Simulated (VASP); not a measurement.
# Se (Pm-3m) in VASP: further runs

The runs below take Se through single point, relaxation of cell and atoms, with RPBE.

Program: VASP 6.6.1. These are calculated values, not measurements. Logs are shortened: lines on timing, memory, paths and dates and some standing lists are left out, and cuts for length are marked.

**1. The cell of the first run**

The structure is cubic, space group Pm-3m (No. 221). The conventional cell has a = 2.893 Å, b = 2.893 Å, c = 2.893 Å, α = 90.00°, β = 90.00°, γ = 90.00°. Se (site symmetry m-3m) has 6 Se at 2.89 Å within 3.8 Å.

**2. Single point, RPBE (volume scaled by 1.04)**

INCAR

```
SYSTEM = Se
PREC = Accurate
ENCUT = 520
EDIFF = 1E-6
ISMEAR = -1
SIGMA = 0.1
LREAL = .False.
LASPH = .True.
NELM = 60
ALGO = Normal
ISIF = 2
LWAVE = .False.
LCHARG = .True.
GGA = RP
LELF = .True.
LVHAR = .True.
NBANDS = 9
```

KPOINTS

```
Automatic mesh
0
Gamma
  12 12 12
  0 0 0
```

POSCAR

```
Se
1.0
    2.8929260000      0.0000000000      0.0000000000
    0.0000000000      2.8929260000      0.0000000000
    0.0000000000      0.0000000000      2.8929260000
Se
1
Direct
    0.0000000000      0.0000000000      0.0000000000
```

Potentials or basis: VASP PAW PBE potentials, release 64 (Se).

Started as:

```sh
$ cat potpaw_PBE.64/Se/POTCAR > POTCAR
$ mpirun -np 1 vasp_std > vasp.out
```

OUTCAR:

```text
SYSTEM = Se
   PREC = Accurate
   ENCUT = 520
   EDIFF = 1E-6
   ISMEAR = -1
   LREAL = .False.
   LASPH = .True.
   NELM = 60
   ISIF = 2
   GGA = RP

 ion  position               nearest neighbor table
   1  0.000  0.000  0.000-

  LATTYP: Found a simple cubic cell.
 ALAT       =     2.8929260000

  Lattice vectors:

 A1 = (   2.8929260000,   0.0000000000,   0.0000000000)
 A2 = (   0.0000000000,   2.8929260000,   0.0000000000)
 A3 = (   0.0000000000,   0.0000000000,   2.8929260000)

Analysis of symmetry for initial positions (statically):
=====================================================================
 Subroutine PRICEL returns:
 Original cell was already a primitive cell.

 Routine SETGRP: Setting up the symmetry group for a
 simple cubic supercell.

 Subroutine GETGRP returns: Found 48 space group operations
 (whereof 48 operations were pure point group operations)
 out of a pool of 48 trial point group operations.

The static configuration has the point symmetry O_h .

Analysis of symmetry for dynamics (positions and initial velocities):
=====================================================================
 Subroutine PRICEL returns:
 Original cell was already a primitive cell.

 Routine SETGRP: Setting up the symmetry group for a
 simple cubic supercell.

 Subroutine GETGRP returns: Found 48 space group operations
 (whereof 48 operations were pure point group operations)
 out of a pool of 48 trial point group operations.

The dynamic configuration has the point symmetry O_h .

 Subroutine INISYM returns: Found 48 space group operations
 (whereof 48 operations are pure point group operations),
 and found     1 'primitive' translations

----------------------------------------------------------------------------------------

                                     Primitive cell

  volume of cell :      24.2110

  direct lattice vectors                    reciprocal lattice vectors
     2.892926000  0.000000000  0.000000000     0.345670785  0.000000000  0.000000000
     0.000000000  2.892926000  0.000000000     0.000000000  0.345670785  0.000000000
     0.000000000  0.000000000  2.892926000     0.000000000  0.000000000  0.345670785

  length of vectors
     2.892926000  2.892926000  2.892926000     0.345670785  0.345670785  0.345670785

  position of ions in fractional coordinates (direct lattice)
     0.000000000  0.000000000  0.000000000
[... 72 lines left out ...]
   LSORBIT =      F    spin-orbit coupling
   LASPH  =      T    aspherical Exc in radial PAW
   ENCUT  =  520.0 eV  38.22 Ry    6.18 a.u.   5.38  5.38  5.38*2*pi/ulx,y,z
   NELM   =     60;   NELMIN=  2; NELMDL= -5     # of ELM steps
   EDIFF  = 0.1E-05   stopping-criterion for ELM
   LREAL  =      F    real-space projection
   EDIFFG = 0.1E-04   stopping-criterion for IOM
   NSW    =      0    number of steps for IOM
   IBRION =     -1    ionic relax: 0-MD 1-quasi-New 2-CG
   NFREE  =      0    steps in history (QN), initial steepest desc. (CG)
   ISIF   =      2    stress and relaxation
   ISYM   =      2    0-nonsym 1-usesym 2-fastsym
   POTIM  = 0.5000    time-step for ionic-motion
   TEBEG  =    0.0;   TEEND  =   0.0 temperature during run
   PSTRESS=    0.0 pullay stress
   NELECT =       6.0000    total number of electrons
   NUPDOWN=      -1.0000    fix difference up-down
   EMIN   =  10.00;   EMAX   =-10.00  energy-range for DOS
   EFERMI =   0.00;   METHOD = LEGACY
   ISMEAR =    -1;   SIGMA  =   0.10  broadening in eV -4-tet -1-fermi 0-gaus
   EFERMI_NEDOS =   21; number of points for ismear=-14 and -15
   IALGO  =     38    algorithm
   IMIX   =      4    mixing-type and parameters
     AMIX     =   0.40;   BMIX     =  1.00
     AMIX_MAG =   1.60;   BMIX_MAG =  1.00
  volume/ion in A,a.u.               =      24.21       163.38
  Fermi-wavevector in a.u.,A,eV,Ry     =   1.028303  1.943212 14.386907  1.057408
  Thomas-Fermi vector in A             =   2.162293
   LORBIT       =      0    0 simple, 1 ext, 2 COOP (PROOUT), +10 PAW based schemes
   GGA     = RP    functional components
   LHFCALC =     F    Hartree Fock is set to
   AEXX    =    0.0000 exact exchange contribution
   IVDW    =     0    specifies the selected vdW correction
   LEPSILON=     F    determine dielectric tensor
   LRPA    =     F    only Hartree local field effects (RPA)
 non-spin polarized calculation
  energy-cutoff  :      520.00
  volume of cell :       24.21
 maximum number of plane-waves:       672
 NGX is ok and might be reduce to    24
   NGX = 11   NGY = 11   NGZ = 11

 number of electron       6.0000000 magnetization

 Free energy of the ion-electron system (eV)
  ---------------------------------------------------
  ext. energy  EPLUGINS =         0.00000000
  ---------------------------------------------------
  free energy    TOTEN  =        -2.94238227 eV

  energy without entropy =       -2.92331911  energy(sigma->0) =       -2.93285069

 E-fermi :   3.9956     XC(G=0):  -9.4881

 val. band max:        3.9827912273   @ k =   0.3333   0.1667   0.1667
 cond. band min:       4.0449398253   @ k =   0.4167   0.1667   0.0833
 fundamental gap:      0.0621485980
 Fermi energy:         3.9956296018

 k-point     1 :       0.0000    0.0000    0.0000
  band No.  band energies     occupation
      1     -11.4479      2.00000
      2       5.2774      0.00001
      3       5.2774      0.00001
      4       5.2774      0.00001
      5      11.6892      0.00000
      6      11.8608      0.00000
      7      11.8608      0.00000
      8      25.4429      0.00000
      9      25.4429      0.00000
[... 265 lines left out ...]
 k-point    24 :       0.4167    0.3333    0.0000
  band No.  band energies     occupation
      1      -8.5909      2.00000
      2      -0.7595      2.00000
      3       0.6971      2.00000
      4       7.2358      0.00000
      5       9.3172      0.00000
      6      15.6508      0.00000
      7      19.0050      0.00000
      8      20.2400      0.00000
      9      20.4304      0.00000

 [... further k-points ...]
[... 5 lines left out ...]
  --------------------------------------------------------------------------------------
  -------------------------------------------------------------------------------------
  Total       -0.3356246     -0.3356246     -0.3356246     -0.0000000     -0.0000000      0.0000000
  in kB      -22.2101985    -22.2101985    -22.2101985     -0.0000000     -0.0000000      0.0000000
  external PRESSURE =     -22.2101985 kB  Pullay stress =       0.0000000 kB

 VOLUME and BASIS-vectors are now :
 -----------------------------------------------------------------------------
  energy-cutoff  :      520.00
  volume of cell :       24.21
      direct lattice vectors                 reciprocal lattice vectors
     2.892926000  0.000000000  0.000000000     0.345670785  0.000000000  0.000000000
     0.000000000  2.892926000  0.000000000     0.000000000  0.345670785  0.000000000
     0.000000000  0.000000000  2.892926000     0.000000000  0.000000000  0.345670785

 POSITION                                       TOTAL-FORCE (eV/Angst)
 -----------------------------------------------------------------------------------
      0.00000      0.00000      0.00000         0.000000      0.000000      0.000000
 -----------------------------------------------------------------------------------
    total drift:                               -0.000000      0.000000      0.000000

  FREE ENERGIE OF THE ION-ELECTRON SYSTEM (eV)
  ---------------------------------------------------
  free  energy   TOTEN  =        -2.9423822711 eV

  energy  without entropy=       -2.9233191083  energy(sigma->0) =       -2.93285069
```

OSZICAR:

```text
N       E                     dE             d eps       ncg     rms          rms(c)
DAV:   1     0.102119171921E+02    0.10212E+02   -0.28147E+03  1512   0.564E+02
DAV:   2    -0.261663062460E+01   -0.12829E+02   -0.12345E+02  2020   0.744E+01
DAV:   3    -0.293410812405E+01   -0.31748E+00   -0.31617E+00  1807   0.112E+01
DAV:   4    -0.293476813711E+01   -0.66001E-03   -0.65998E-03  2079   0.607E-01
DAV:   5    -0.293476889353E+01   -0.75642E-06   -0.75616E-06  1818   0.165E-02    0.320E+00
DAV:   6    -0.293873042390E+01   -0.39615E-02   -0.24522E-03  1723   0.295E-01    0.190E+00
DAV:   7    -0.294220396209E+01   -0.34735E-02   -0.53739E-03  1564   0.434E-01    0.627E-02
DAV:   8    -0.294236640344E+01   -0.16244E-03   -0.29023E-04  1681   0.108E-01    0.758E-03
DAV:   9    -0.294237632311E+01   -0.99197E-05   -0.81238E-06  1822   0.179E-02    0.724E-03
DAV:  10    -0.294238232195E+01   -0.59988E-05   -0.16248E-05  1587   0.216E-02    0.260E-03
DAV:  11    -0.294238227112E+01    0.50825E-07   -0.21089E-07  1635   0.258E-03
   1 F= -.29423823E+01 E0= -.29328507E+01  d E =-.190632E-01
```

stdout:

```text
POSCAR found type information on POSCAR Se
 POSCAR found :  1 types and       1 ions
 scaLAPACK will be used
 -----------------------------------------------------------------------------
|                                                                             |
|                                                                             |
|     You enforced a specific xc type in the INCAR file but a different       |
|     I HOPE YOU KNOW WHAT YOU ARE DOING!                                     |
|                                                                             |
 -----------------------------------------------------------------------------

 LDA part: xc-table for (Slater+PW92), standard interpolation
 POSCAR, INCAR and KPOINTS ok, starting setup
 FFT: planning ... GRIDC
 FFT: planning ... GRID_SOFT
 FFT: planning ... GRID
 WAVECAR not read
 entering main loop
```

Run time: 9 s. Hardware: 1 thread of Intel Xeon 6975P-C, shared host; peak memory 0.14 GiB.

Results:

* Free energy: -2.9424 eV
* Pressure: -2.2 GPa
* Band gap on the k mesh: zero (band 3 reaches 6.52 eV, above the bottom of band 4 at 0.92 eV)

Caveat: the cell differs from its parent crystal (volume scaled by 1.04); the PAW data sets were made with another functional, which shifts forces and pressure a little.

**3. Single point, RPBE (volume scaled by 1.12)**

INCAR

```
ALGO     = Normal         # electronic algorithm
EDIFF    = 1E-6           # SCF threshold, eV
ENCUT    = 520            # plane-wave cutoff, eV
GGA      = RP             # functional
ISIF     = 2              # what is computed and relaxed
ISMEAR   = -1             # smearing method
LASPH    = T              # aspherical terms in the spheres
LCHARG   = F              # write CHGCAR
LREAL    = F              # projectors in reciprocal space
LWAVE    = F              # write WAVECAR
NBANDS   = 9              # bands
NELM     = 100            # most SCF steps
PREC     = Accurate       # precision mode
SIGMA    = 0.1            # smearing width, eV
```

KPOINTS

```
k-points
0
Gamma
  12 12 12
```

POSCAR

```
Se
1.0
    2.9652789354      0.0000000000      0.0000000000
    0.0000000000      2.9652789354      0.0000000000
    0.0000000000      0.0000000000      2.9652789354
Se
1
Direct
    0.0000000000      0.0000000000      0.0000000000
```

Potentials or basis: VASP PAW PBE potentials, release 64 (Se).

Started as:

```sh
$ cat potpaw_PBE.64/Se/POTCAR > POTCAR
$ mpirun -np 1 vasp_std > vasp.out
```

OUTCAR:

```text
EDIFF = 1E-6
   ENCUT = 520
   GGA = RP
   ISIF = 2
   ISMEAR = -1
   LASPH = T
   LREAL = F
   NELM = 100
   PREC = Accurate

 ion  position               nearest neighbor table
   1  0.000  0.000  0.000-

  LATTYP: Found a simple cubic cell.
 ALAT       =     2.9652789354

  Lattice vectors:

 A1 = (   2.9652789354,   0.0000000000,   0.0000000000)
 A2 = (   0.0000000000,   2.9652789354,   0.0000000000)
 A3 = (   0.0000000000,   0.0000000000,   2.9652789354)

Analysis of symmetry for initial positions (statically):
=====================================================================
 Subroutine PRICEL returns:
 Original cell was already a primitive cell.

 Routine SETGRP: Setting up the symmetry group for a
 simple cubic supercell.

 Subroutine GETGRP returns: Found 48 space group operations
 (whereof 48 operations were pure point group operations)
 out of a pool of 48 trial point group operations.

The static configuration has the point symmetry O_h .

Analysis of symmetry for dynamics (positions and initial velocities):
=====================================================================
[... 153 lines left out ...]

  energy without entropy =       -2.87508965  energy(sigma->0) =       -2.88559674

 E-fermi :   3.1837     XC(G=0):  -9.1462

 val. band max:        3.1606369698   @ k =   0.4167   0.1667   0.0000
 cond. band min:       3.2275225925   @ k =   0.4167   0.1667   0.0833
 fundamental gap:      0.0668856226
 Fermi energy:         3.1837188668

 k-point     1 :       0.0000    0.0000    0.0000
  band No.  band energies     occupation
      1     -11.6867      2.00000
      2       4.3590      0.00002
      3       4.3590      0.00002
      4       4.3590      0.00002
      5      10.5453      0.00000
      6      11.1766      0.00000
      7      11.1766      0.00000
      8      23.9462      0.00000
      9      23.9462      0.00000
[... 265 lines left out ...]
 k-point    24 :       0.4167    0.3333    0.0000
  band No.  band energies     occupation
      1      -9.1872      2.00000
      2      -1.1234      2.00000
      3       0.1801      2.00000
      4       6.0714      0.00000
      5       8.7813      0.00000
      6      14.5473      0.00000
      7      17.9289      0.00000
      8      19.0519      0.00000
      9      19.2524      0.00000

 [... further k-points ...]
[... 5 lines left out ...]
  --------------------------------------------------------------------------------------
  -------------------------------------------------------------------------------------
  Total       -0.8916931     -0.8916931     -0.8916931      0.0000000      0.0000000     -0.0000000
  in kB      -54.7935334    -54.7935334    -54.7935334      0.0000000      0.0000000     -0.0000000
  external PRESSURE =     -54.7935334 kB  Pullay stress =       0.0000000 kB

 VOLUME and BASIS-vectors are now :
 -----------------------------------------------------------------------------
  energy-cutoff  :      520.00
  volume of cell :       26.07
      direct lattice vectors                 reciprocal lattice vectors
     2.965278935  0.000000000  0.000000000     0.337236402  0.000000000  0.000000000
     0.000000000  2.965278935  0.000000000     0.000000000  0.337236402  0.000000000
     0.000000000  0.000000000  2.965278935     0.000000000  0.000000000  0.337236402

 POSITION                                       TOTAL-FORCE (eV/Angst)
 -----------------------------------------------------------------------------------
      0.00000      0.00000      0.00000         0.000000      0.000000      0.000000
 -----------------------------------------------------------------------------------
    total drift:                               -0.000000      0.000000      0.000000

  FREE ENERGIE OF THE ION-ELECTRON SYSTEM (eV)
  ---------------------------------------------------
  free  energy   TOTEN  =        -2.8961038312 eV

  energy  without entropy=       -2.8750896520  energy(sigma->0) =       -2.88559674
```

OSZICAR:

```text
N       E                     dE             d eps       ncg     rms          rms(c)
DAV:   1     0.107910373147E+02    0.10791E+02   -0.26483E+03  1512   0.550E+02
DAV:   2    -0.249989762513E+01   -0.13291E+02   -0.12765E+02  1963   0.749E+01
DAV:   3    -0.288900856383E+01   -0.38911E+00   -0.37908E+00  1801   0.118E+01
DAV:   4    -0.288998047300E+01   -0.97191E-03   -0.97185E-03  2080   0.708E-01
DAV:   5    -0.288998170584E+01   -0.12328E-05   -0.12329E-05  1871   0.207E-02    0.272E+00
DAV:   6    -0.289281254861E+01   -0.28308E-02   -0.38358E-03  1718   0.345E-01    0.159E+00
DAV:   7    -0.289590987857E+01   -0.30973E-02   -0.74586E-03  1560   0.481E-01    0.724E-02
DAV:   8    -0.289608696057E+01   -0.17708E-03   -0.34504E-04  1661   0.113E-01    0.897E-03
DAV:   9    -0.289609608371E+01   -0.91231E-05   -0.73924E-06  1867   0.171E-02    0.835E-03
DAV:  10    -0.289610394702E+01   -0.78633E-05   -0.20648E-05  1602   0.233E-02    0.248E-03
DAV:  11    -0.289610383121E+01    0.11581E-06   -0.26332E-07  1599   0.296E-03
   1 F= -.28961038E+01 E0= -.28855967E+01  d E =-.210142E-01
```

stdout:

```text
POSCAR found type information on POSCAR Se
 POSCAR found :  1 types and       1 ions
 scaLAPACK will be used
 -----------------------------------------------------------------------------
|                                                                             |
|                                                                             |
|     You enforced a specific xc type in the INCAR file but a different       |
|     I HOPE YOU KNOW WHAT YOU ARE DOING!                                     |
|                                                                             |
 -----------------------------------------------------------------------------

 LDA part: xc-table for (Slater+PW92), standard interpolation
 POSCAR, INCAR and KPOINTS ok, starting setup
 FFT: planning ... GRIDC
 FFT: planning ... GRID_SOFT
 FFT: planning ... GRID
 WAVECAR not read
 entering main loop
```

Run time: 8.4 s. Hardware: 1 thread of Intel Xeon 6975P-C, shared host; peak memory 0.14 GiB.

What came out:

```
Free energy            : -2.8961 eV
Pressure               : -5.5 GPa
Band gap on the k mesh : zero (band 3 reaches 5.45 eV, above the bottom of band 4 at 0.38 eV)
```

Caveat: the cell differs from its parent crystal (volume scaled by 1.12); the PAW data sets were made with another functional, which shifts forces and pressure a little.

**4. Relaxation of cell and atoms, RPBE**

This run uses another cell than the first one, of 23.55 Å³/atom, 0.973 times its volume.

INCAR

```
SYSTEM = Se
ALGO = Normal ; EDIFF = 1E-6
EDIFFG = -0.01 ; ENCUT = 600
GGA = RP ; IBRION = 2
ISIF = 3 ; ISMEAR = -1
LASPH = .TRUE. ; LCHARG = .FALSE.
LREAL = .FALSE. ; LWAVE = .FALSE.
NELM = 60 ; NSW = 80
PREC = Accurate ; SIGMA = 0.1
```

KPOINTS

```
k-points
0
G
  11 11 11
  0 0 0
```

POSCAR

```
Se
1.0
    2.8664900032      0.0000000000      0.0000000000
    0.0000000000      2.8664900032      0.0000000000
    0.0000000000      0.0000000000      2.8664900032
Se
1
Direct
    0.0000000000      0.0000000000      0.0000000000
```

Started as:

```sh
$ cat potpaw_PBE.64/Se/POTCAR > POTCAR
$ mpirun -np 1 vasp_std > vasp.out
```

Wall time 10 s (1 thread of Intel Xeon 6975P-C, shared host); peak memory 0.14 GiB.

The run converged. Its results:

* Free energy: -2.9511 eV
* Relaxed volume: 23.27 Å³/atom
* Relaxed cell: a = 2.855 Å, b = 2.855 Å, c = 2.855 Å, α = 90.00°, β = 90.00°, γ = 90.00°
* Space group after relaxing (to 0.05 Å): Pm-3m (No. 221)
* Energy gained by relaxing: 0.7 meV/atom
* Ionic steps: 3
* Pressure after relaxing: 0.0 GPa
* Band gap on the k mesh: zero (band 3 reaches 7.10 eV, above the bottom of band 4 at 1.29 eV)

The path:
| step | energy change (eV) | largest force (eV/Å) | pressure (GPa) | volume (Å³) |
| --- | --- | --- | --- | --- |
| 1 | 0.0000 | 0.0000 | -0.74 | 23.55 |
| 2 | -0.0006 | 0.0000 | 0.25 | 23.18 |
| 3 | -0.0007 | 0.0000 | 0.01 | 23.27 |

Final structure:
```
Se
1.0
     2.85491    0.00000    0.00000
     0.00000    2.85491    0.00000
     0.00000    0.00000    2.85491
Se
1
Direct
  0.00000 0.00000 0.00000
```

Levels at points of the mesh, in eV from the Fermi level:
```
           k point  band 1  band 2  band 3  band 4  band 5  band 6  band 7
(0.00, 0.00, 0.00)  -15.75    1.36    1.36    1.36    7.82    7.82    7.91
```

Caveat: the PAW data sets were made with another functional, which shifts forces and pressure a little.

**5. The runs side by side**

| task | cell | k mesh | cutoff (eV) | gap on the mesh (eV) | pressure (GPa) |
| --- | --- | --- | --- | --- | --- |
| single point | a = 2.893 Å, 1 atom | 12 × 12 × 12 | 520 | none | -2.2 |
| single point | a = 2.965 Å, 1 atom | 12 × 12 × 12 | 520 | none | -5.5 |
| relaxation of cell and atoms | relaxed from a = 2.866 Å, 1 atom | 11 × 11 × 11 | 600 | none | 0.0 |

Alike in all rows: level RPBE; potentials or basis VASP PAW PBE potentials, release 64 (Se); no spin polarisation; smearing fermi-dirac 0.1 eV.

Caveats: the PAW data sets were made with another functional, which shifts forces and pressure a little.

Total energies depend on the potentials used, so only differences within one code and one set of settings carry meaning.
